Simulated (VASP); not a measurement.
Set up this calculation in VASP 6.6.1, as the native input.

* Task: single point
* Functional: r2SCAN
* Potentials or basis: VASP PAW PBE potentials, release 64 (Li_sv, Mg)
* Cutoff: 520 eV
* k mesh: 4 × 4 × 3
* Occupations: fermi-dirac, width 0.05 eV
* Spin: no spin polarisation
* Dipole correction: no
* Further INCAR settings: ALGO = Normal; EDIFF = 1e-06; NBANDS = 10

Crystal: LiMg.

```
CELL_PARAMETERS angstrom
3.37819 0.00000 0.00000
0.00000 3.37819 0.00000
0.00000 0.00000 3.55261
ATOMIC_POSITIONS crystal
Li 0.00000 0.00000 0.00000
Mg 0.50000 0.50000 0.50000
```

These files were run (other wordings do the same):

POSCAR

```
LiMg
1.0
    3.3781850000      0.0000000000      0.0000000000
    0.0000000000      3.3781850000      0.0000000000
    0.0000000000      0.0000000000      3.5526100000
Li Mg
1 1
Direct
    0.0000000000      0.0000000000      0.0000000000
    0.5000000000      0.5000000000      0.5000000000
```

INCAR.step1

```
SYSTEM = LiMg
  PREC = Accurate
  ENCUT = 520
  ISMEAR = -1
  SIGMA = 0.05
  LREAL = .False.
  LASPH = .True.
  NELM = 80
  NBANDS = 10
  GGA = PE
  ALGO = Normal
  EDIFF = 1E-4
  LWAVE = .True.
  LCHARG = .False.
```

INCAR.step2

```
SYSTEM = LiMg
  PREC = Accurate
  ENCUT = 520
  EDIFF = 1E-6
  ISMEAR = -1
  SIGMA = 0.05
  LREAL = .False.
  LASPH = .True.
  NELM = 80
  ALGO = Normal
  ISIF = 2
  LWAVE = .False.
  LCHARG = .True.
  METAGGA = R2SCAN
  LMIXTAU = .True.
  LELF = .True.
  LVHAR = .True.
  NBANDS = 10
  ISTART = 1
```

KPOINTS

```
Automatic mesh
0
Gamma
  4 4 3
  0 0 0
```

Potentials or basis: VASP PAW PBE potentials, release 64 (Li_sv, Mg).

Launch:

```sh
$ cat potpaw_PBE.64/Li_sv/POTCAR potpaw_PBE.64/Mg/POTCAR > POTCAR
$ cp INCAR.step1 INCAR
$ mpirun -np 1 vasp_std > vasp.out
$ cp INCAR.step2 INCAR
$ mpirun -np 1 vasp_std > vasp.out
```

It took 75 s on 1 thread of Intel Xeon 8259CL, with other jobs on the host, peak memory 0.16 GiB.
